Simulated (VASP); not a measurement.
Set up this calculation in VASP 6.6.1, as the native input.

```yaml
Task: relaxation of cell and atoms
Functional: PBE
Potentials_or_basis: VASP PAW PBE potentials, release 64 (Sr_sv, Ti_sv, O)
Cutoff: 600 eV
k_mesh: 6 × 6 × 4
Occupations: gaussian, width 0.1 eV
Spin: collinear spin
Starting_moments: "[0.0, 1.0, 0.0, 0.0, 0.0] μB"
Dipole_correction: no
Further_INCAR_settings: ALGO = Normal; EDIFF = 1e-06; IBRION = 2; EDIFFG = -0.04; NSW = 90; ISIF = 3
```

The structure of SrTiO3 lies in POSCAR:

```
SrTiO3
1.0
    4.1543628400      0.0000000000      0.0000000000
   -2.0771814200      3.5977837600      0.0000000000
    0.0000000000      0.0000000000      4.9301621400
Sr Ti O
1 1 3
Direct
    0.0000000000      0.0000000000      0.0000000000
    0.0000000000      0.0000000000      0.5000000000
    0.5000000000      0.0000000000      0.5000000000
    0.0000000000      0.5000000000      0.5000000000
    0.5000000000      0.5000000000      0.5000000000
```

The cell was generated, and may not be a known phase.

One way to write it, as run:

INCAR

```
PREC = Accurate
ENCUT = 600
EDIFF = 1E-6
ISMEAR = 0
SIGMA = 0.1
LREAL = False
LASPH = True
NELM = 150
ALGO = Normal
ISIF = 3
LWAVE = False
LCHARG = False
ISPIN = 2
MAGMOM = 0 1 0 0 0
LORBIT = 11
LMAXMIX = 4
GGA = PE
IBRION = 2
NSW = 90
EDIFFG = -0.04
```

KPOINTS

```
regular mesh
0
Gamma
  6 6 4
```

Potentials or basis: VASP PAW PBE potentials, release 64 (Sr_sv, Ti_sv, O).

The run is started by

```console
$ cat potpaw_PBE.64/Sr_sv/POTCAR potpaw_PBE.64/Ti_sv/POTCAR potpaw_PBE.64/O/POTCAR > POTCAR
$ mpirun -np 1 vasp_std > vasp.out
```

Results of the run:

* Relaxed volume: 18.67 Å³/atom
* Relaxed cell: a = 4.152 Å, b = 4.152 Å, c = 6.252 Å, α = 90.00°, β = 90.00°, γ = 120.00°
* Space group after relaxing (to 0.1 Å): P6/mmm (No. 191)
* Energy gained by relaxing: 299.8 meV/atom
* Ionic steps: 9
* Pressure after relaxing: 0.1 GPa
* Band gap on the k mesh: zero (filled and empty bands overlap)
* Net moment: -0.01 μB per cell
* Valence electrons inside the program's atomic spheres: Sr 7.94; Ti 10.16; O 4.86

Caveat: the volume moved by over 15 % at a fixed basis, so the end points are rough.

Wall time 21 min on 1 thread of Intel(R) Xeon(R) Platinum 8375C CPU @ 2.90GHz (Ice Lake), on a shared host, peak memory 0.32 GiB.
